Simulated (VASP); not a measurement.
# InAs (F-43m) in VASP: a series of runs

Aim: see how the results for InAs move with the level of theory and the settings. Levels: PBE, HSE06. Tasks: single point.

Everything below comes from runs of VASP 6.6.1. Logs are shortened: lines on timing, memory, paths and dates and some standing lists are left out, and cuts for length are marked.

## (1) The cell of the first run

Symmetry: F-43m, No. 216, cubic system. The conventional cell has a = 6.109 Å, b = 6.109 Å, c = 6.109 Å, α = 90.00°, β = 90.00°, γ = 90.00°. In (site symmetry -43m) has 4 As at 2.65 Å within 3.5 Å. As (site symmetry -43m) has 4 In at 2.65 Å within 3.5 Å.

## (2) Single point, PBE

File INCAR:

```
SYSTEM = InAs
ALGO = Normal
EDIFF = 1E-6
ENCUT = 520
GGA = PE
ISIF = 2
ISMEAR = -1
LASPH = .TRUE.
LCHARG = .FALSE.
LREAL = .FALSE.
LWAVE = .FALSE.
NBANDS = 16
NELM = 100
PREC = Accurate
SIGMA = 0.02
```

File KPOINTS:

```
k-points
0
G
  8 8 8
  0 0 0
```

File POSCAR:

```
InAs
1.0
    0.0000000000      3.0545904732      3.0545904732
    3.0545904732      0.0000000000      3.0545904732
    3.0545904732      3.0545904732      0.0000000000
In As
1 1
Direct
    0.0000000000      0.0000000000      0.0000000000
    0.2500000000      0.2500000000      0.2500000000
```

Potentials or basis: VASP PAW PBE potentials, release 64 (In_d, As).

Launch:

```
> cat potpaw_PBE.64/In_d/POTCAR potpaw_PBE.64/As/POTCAR > POTCAR
> mpirun -np 1 vasp_std > vasp.out
```

OUTCAR:

```text
SYSTEM = InAs
   EDIFF = 1E-6
   ENCUT = 520
   GGA = PE
   ISIF = 2
   ISMEAR = -1
   LASPH = .TRUE.
   LREAL = .FALSE.
   NELM = 100
   PREC = Accurate

 ion  position               nearest neighbor table
   1  0.000  0.000  0.000-   2 2.65   2 2.65   2 2.65   2 2.65
   2  0.250  0.250  0.250-   1 2.65   1 2.65   1 2.65   1 2.65

  LATTYP: Found a face centered cubic cell.
 ALAT       =     6.1091809464

  Lattice vectors:

 A1 = (   0.0000000000,   3.0545904732,   3.0545904732)
 A2 = (   3.0545904732,   0.0000000000,   3.0545904732)
 A3 = (   3.0545904732,   3.0545904732,   0.0000000000)

Analysis of symmetry for initial positions (statically):
=====================================================================
 Subroutine PRICEL returns:
 Original cell was already a primitive cell.

 Routine SETGRP: Setting up the symmetry group for a
 face centered cubic supercell.

 Subroutine GETGRP returns: Found 24 space group operations
 (whereof 24 operations were pure point group operations)
 out of a pool of 48 trial point group operations.

The static configuration has the point symmetry T_d .

Analysis of symmetry for dynamics (positions and initial velocities):
=====================================================================
 Subroutine PRICEL returns:
 Original cell was already a primitive cell.

 Routine SETGRP: Setting up the symmetry group for a
 face centered cubic supercell.

 Subroutine GETGRP returns: Found 24 space group operations
 (whereof 24 operations were pure point group operations)
 out of a pool of 48 trial point group operations.

The dynamic configuration has the point symmetry T_d .

 Subroutine INISYM returns: Found 24 space group operations
 (whereof 24 operations are pure point group operations),
 and found     1 'primitive' translations

----------------------------------------------------------------------------------------

                                     Primitive cell

  volume of cell :      57.0019

  direct lattice vectors                    reciprocal lattice vectors
     0.000000000  3.054590473  3.054590473    -0.163688064  0.163688064  0.163688064
     3.054590473  0.000000000  3.054590473     0.163688064 -0.163688064  0.163688064
     3.054590473  3.054590473  0.000000000     0.163688064  0.163688064 -0.163688064

  length of vectors
     4.319843275  4.319843275  4.319843275     0.283516043  0.283516043  0.283516043

  position of ions in fractional coordinates (direct lattice)
     0.000000000  0.000000000  0.000000000
     0.250000000  0.250000000  0.250000000

  ion indices of the primitive-cell ions
   primitive index   ion index
                 1           1
                 2           2

----------------------------------------------------------------------------------------

 KPOINTS: k-points

Automatic generation of k-mesh.
 Grid dimensions read from file:
 generate k-points for:    8    8    8

 Generating k-lattice:

  Cartesian coordinates                     Fractional coordinates (reciprocal lattice)
    -0.020461008  0.020461008  0.020461008     0.125000000  0.000000000  0.000000000
     0.020461008 -0.020461008  0.020461008     0.000000000  0.125000000  0.000000000
     0.020461008  0.020461008 -0.020461008     0.000000000  0.000000000  0.125000000

  Length of vectors
     0.035439505  0.035439505  0.035439505

  Shift w.r.t. Gamma in fractional coordinates (k-lattice)
     0.000000000  0.000000000  0.000000000

 Subroutine IBZKPT returns following result:
 ===========================================

 Found     29 irreducible k-points:

 Following reciprocal coordinates:
            Coordinates               Weight
  0.000000  0.000000  0.000000      1.000000
  0.125000  0.000000  0.000000      8.000000
  0.250000  0.000000  0.000000      8.000000
  0.375000  0.000000  0.000000      8.000000
  0.500000  0.000000  0.000000      4.000000
  0.125000  0.125000  0.000000      6.000000
[... 16 lines left out ...]
  0.500000  0.250000  0.125000     48.000000
 -0.375000  0.250000  0.125000     24.000000
 [... further k-points ...]
   k-points           NKPTS =     29   k-points in BZ     NKDIM =     29   number of bands    NBANDS=     16
   number of dos      NEDOS =    301   number of ions     NIONS =      2
   total plane-waves  NPLWV =  32768
   dimension x,y,z NGX =    32 NGY =   32 NGZ =   32
   dimension x,y,z NGXF=    64 NGYF=   64 NGZF=   64
   ions per type =               1   1
   NGX,Y,Z   is equivalent  to a cutoff of  12.31, 12.31, 12.31 a.u.
   NGXF,Y,Z  is equivalent  to a cutoff of  24.63, 24.63, 24.63 a.u.
 SYSTEM =  InAs
   PREC   = accura    normal or accurate (medium, high low for compatibility)
   ISTART =      0    job   : 0-new  1-cont  2-samecut
   ICHARG =      2    charge: 1-file 2-atom 10-const
   ISPIN  =      1    spin polarized calculation?
   LNONCOLLINEAR =      F non collinear calculations
   LSORBIT =      F    spin-orbit coupling
   LASPH  =      T    aspherical Exc in radial PAW
   ENCUT  =  520.0 eV  38.22 Ry    6.18 a.u.   8.03  8.03  8.03*2*pi/ulx,y,z
   NELM   =    100;   NELMIN=  2; NELMDL= -5     # of ELM steps
   EDIFF  = 0.1E-05   stopping-criterion for ELM
   LREAL  =      F    real-space projection
   EDIFFG = 0.1E-04   stopping-criterion for IOM
   NSW    =      0    number of steps for IOM
   IBRION =     -1    ionic relax: 0-MD 1-quasi-New 2-CG
   NFREE  =      0    steps in history (QN), initial steepest desc. (CG)
   ISIF   =      2    stress and relaxation
   ISYM   =      2    0-nonsym 1-usesym 2-fastsym
   POTIM  = 0.5000    time-step for ionic-motion
   TEBEG  =    0.0;   TEEND  =   0.0 temperature during run
   PSTRESS=    0.0 pullay stress
   NELECT =      18.0000    total number of electrons
   NUPDOWN=      -1.0000    fix difference up-down
   EMIN   =  10.00;   EMAX   =-10.00  energy-range for DOS
   EFERMI =   0.00;   METHOD = LEGACY
   ISMEAR =    -1;   SIGMA  =   0.02  broadening in eV -4-tet -1-fermi 0-gaus
   EFERMI_NEDOS =   21; number of points for ismear=-14 and -15
   IALGO  =     38    algorithm
   IMIX   =      4    mixing-type and parameters
     AMIX     =   0.40;   BMIX     =  1.00
     AMIX_MAG =   1.60;   BMIX_MAG =  1.00
  volume/ion in A,a.u.               =      28.50       192.33
  Fermi-wavevector in a.u.,A,eV,Ry     =   1.114815  2.106694 16.909480  1.242812
  Thomas-Fermi vector in A             =   2.251413
   LORBIT       =      0    0 simple, 1 ext, 2 COOP (PROOUT), +10 PAW based schemes
   GGA     = PE    functional components
   LHFCALC =     F    Hartree Fock is set to
   AEXX    =    0.0000 exact exchange contribution
   IVDW    =     0    specifies the selected vdW correction
   LEPSILON=     F    determine dielectric tensor
   LRPA    =     F    only Hartree local field effects (RPA)
 non-spin polarized calculation
  energy-cutoff  :      520.00
  volume of cell :       57.00
 maximum number of plane-waves:      1572
   NGX = 17   NGY = 17   NGZ = 17

 number of electron      17.9999996 magnetization

 Free energy of the ion-electron system (eV)
  ---------------------------------------------------
  ext. energy  EPLUGINS =         0.00000000
  ---------------------------------------------------
  free energy    TOTEN  =        -7.70191600 eV

  energy without entropy =       -7.70176607  energy(sigma->0) =       -7.70184103

 E-fermi :   4.2166     XC(G=0):  -8.9588

 val. band max:        4.2026965170   @ k =   0.0000   0.0000   0.0000
 cond. band min:       5.0933303255   @ k =   0.5000   0.0000   0.0000
 fundamental gap:      0.8906338085
 Fermi energy:         4.2165872884

 k-point     1 :       0.0000    0.0000    0.0000
  band No.  band energies     occupation
      1     -10.1298      2.00000
      2     -10.1298      2.00000
      3     -10.1298      2.00000
      4     -10.0164      2.00000
      5     -10.0164      2.00000
      6      -7.4645      2.00000
[... 8 lines left out ...]
     15      13.8043      0.00000
     16      13.8043      0.00000

 k-point     2 :       0.1250    0.0000    0.0000
  band No.  band energies     occupation
      1     -10.1472      2.00000
      2     -10.1246      2.00000
      3     -10.1246      2.00000
      4     -10.0165      2.00000
      5     -10.0165      2.00000
      6      -7.3120      2.00000
[... 8 lines left out ...]
     15      12.9627      0.00000
     16      12.9627      0.00000

 k-point     3 :       0.2500    0.0000    0.0000
  band No.  band energies     occupation
      1     -10.1869      2.00000
      2     -10.1133      2.00000
      3     -10.1133      2.00000
      4     -10.0153      2.00000
      5     -10.0153      2.00000
      6      -6.8950      2.00000
[... 8 lines left out ...]
     15      12.7213      0.00000
     16      12.7213      0.00000

 k-point     4 :       0.3750    0.0000    0.0000
  band No.  band energies     occupation
      1     -10.2238      2.00000
      2     -10.1044      2.00000
      3     -10.1044      2.00000
      4     -10.0115      2.00000
      5     -10.0115      2.00000
      6      -6.3662      2.00000
[... 8 lines left out ...]
     15      13.6294      0.00000
     16      13.6294      0.00000

 k-point     5 :       0.5000    0.0000    0.0000
  band No.  band energies     occupation
      1     -10.2384      2.00000
      2     -10.1015      2.00000
      3     -10.1015      2.00000
      4     -10.0091      2.00000
      5     -10.0091      2.00000
      6      -6.0882      2.00000
[... 8 lines left out ...]
     15      14.8414      0.00000
     16      14.8414      0.00000

 k-point     6 :       0.1250    0.1250    0.0000
  band No.  band energies     occupation
      1     -10.1584      2.00000
      2     -10.1196      2.00000
      3     -10.1196      2.00000
      4     -10.0204      2.00000
      5     -10.0134      2.00000
      6      -7.2615      2.00000
[... 8 lines left out ...]
     15      12.8013      0.00000
     16      13.9718      0.00000
[... 267 lines left out ...]
 k-point    21 :       0.5000    0.5000    0.0000
  band No.  band energies     occupation
      1     -10.2928      2.00000
      2     -10.0570      2.00000
      3     -10.0570      2.00000
      4     -10.0500      2.00000
      5      -9.9959      2.00000
      6      -5.5791      2.00000
[... 8 lines left out ...]
     15      15.6224      0.00000
     16      16.2806      0.00000

 k-point    22 :       0.3750    0.2500    0.1250
  band No.  band energies     occupation
      1     -10.2206      2.00000
      2     -10.0995      2.00000
      3     -10.0954      2.00000
      4     -10.0266      2.00000
      5     -10.0077      2.00000
      6      -6.5536      2.00000
[... 8 lines left out ...]
     15      14.2315      0.00000
     16      14.8539      0.00000

 k-point    23 :       0.5000    0.2500    0.1250
  band No.  band energies     occupation
      1     -10.2445      2.00000
      2     -10.0946      2.00000
      3     -10.0854      2.00000
      4     -10.0244      2.00000
      5     -10.0078      2.00000
      6      -6.0810      2.00000
[... 8 lines left out ...]
     15      14.3788      0.00000
     16      15.2129      0.00000

 k-point    24 :      -0.3750    0.2500    0.1250
  band No.  band energies     occupation
      1     -10.2535      2.00000
      2     -10.0938      2.00000
      3     -10.0818      2.00000
      4     -10.0207      2.00000
      5     -10.0096      2.00000
      6      -5.8384      2.00000
[... 8 lines left out ...]
     15      14.5298      0.00000
     16      15.1922      0.00000

 [... further k-points ...]
[... 5 lines left out ...]
  --------------------------------------------------------------------------------------
  -------------------------------------------------------------------------------------
  Total        0.7366363      0.7366363      0.7366363      0.0000000      0.0000000     -0.0000000
  in kB       20.7049755     20.7049755     20.7049755      0.0000000      0.0000000     -0.0000000
  external PRESSURE =      20.7049755 kB  Pullay stress =       0.0000000 kB

 VOLUME and BASIS-vectors are now :
 -----------------------------------------------------------------------------
  energy-cutoff  :      520.00
  volume of cell :       57.00
      direct lattice vectors                 reciprocal lattice vectors
     0.000000000  3.054590473  3.054590473    -0.163688064  0.163688064  0.163688064
     3.054590473  0.000000000  3.054590473     0.163688064 -0.163688064  0.163688064
     3.054590473  3.054590473  0.000000000     0.163688064  0.163688064 -0.163688064

 POSITION                                       TOTAL-FORCE (eV/Angst)
 -----------------------------------------------------------------------------------
      0.00000      0.00000      0.00000        -0.000000     -0.000000     -0.000000
      1.52730      1.52730      1.52730         0.000000      0.000000      0.000000
 -----------------------------------------------------------------------------------
    total drift:                               -0.000000     -0.000000     -0.000000

  FREE ENERGIE OF THE ION-ELECTRON SYSTEM (eV)
  ---------------------------------------------------
  free  energy   TOTEN  =        -7.7019159958 eV

  energy  without entropy=       -7.7017660652  energy(sigma->0) =       -7.70184103
```

It took 23 s on 1 thread of Intel Xeon Platinum 8488C (Sapphire Rapids), shared host; peak memory 0.19 GiB.

Results:

| Quantity | Value |
| --- | --- |
| Free energy | -7.7019 eV |
| Pressure | 2.1 GPa |
| Band gap on the k mesh | zero (filled and empty bands touch) |

Caveat: spin-orbit coupling is left out, which moves the levels of the heavy elements.

## (3) Single point, HSE06

POSCAR is that of step 2.

File INCAR.step1:

```
  PREC = Accurate
  ENCUT = 520
  EDIFF = 1E-5
  ISMEAR = -1
  SIGMA = 0.02
  LREAL = F
  LASPH = T
  NELM = 100
  ALGO = Normal
  ISIF = 2
  LWAVE = T
  LCHARG = F
  NBANDS = 16
  GGA = PE
```

File INCAR.step2:

```
  PREC = Accurate
  ENCUT = 520
  EDIFF = 1E-6
  ISMEAR = -1
  SIGMA = 0.02
  LREAL = F
  LASPH = T
  NELM = 100
  ALGO = Normal
  ISIF = 2
  LWAVE = F
  LCHARG = F
  GGA = PE
  LHFCALC = T
  HFSCREEN = 0.2079
  PRECFOCK = Normal
  NBANDS = 16
  ISTART = 1
```

File KPOINTS:

```
Automatic mesh
0
Gamma
  6 6 6
```

Potentials or basis: VASP PAW PBE potentials, release 64 (In_d, As).

Launch:

```
> cat potpaw_PBE.64/In_d/POTCAR potpaw_PBE.64/As/POTCAR > POTCAR
> cp INCAR.step1 INCAR
> mpirun -np 1 vasp_std > vasp.out
> cp INCAR.step2 INCAR
> mpirun -np 1 vasp_std > vasp.out
```

It took 69 min on 1 thread of Intel Xeon Platinum 8488C (Sapphire Rapids), shared host; peak memory 0.32 GiB.

It converged, with:

| Quantity | Value |
| --- | --- |
| Free energy | -9.2164 eV |
| Pressure | -0.2 GPa |
| Band gap on the k mesh | 0.36 eV, direct |

Levels at points of the mesh, in eV from the valence-band top:
```csv
k point,band 5,band 6,band 7,band 8,band 9,band 10,band 11,band 12,band 13,band 14
"(0.00, 0.00, 0.00)",-15.96,-12.83,0.00,0.00,0.00,0.36,4.65,4.65,4.65,8.33
"(0.50, 0.00, 0.00)",-15.95,-11.32,-6.09,-1.02,-1.02,1.57,5.43,5.43,7.66,9.92
"(0.50, 0.50, 0.00)",-15.94,-10.75,-6.18,-2.42,-2.42,2.17,2.71,10.08,10.26,10.26
```

Caveat: the PAW data sets were made with another functional, which shifts forces and pressure a little; spin-orbit coupling is left out, which moves the levels of the heavy elements.
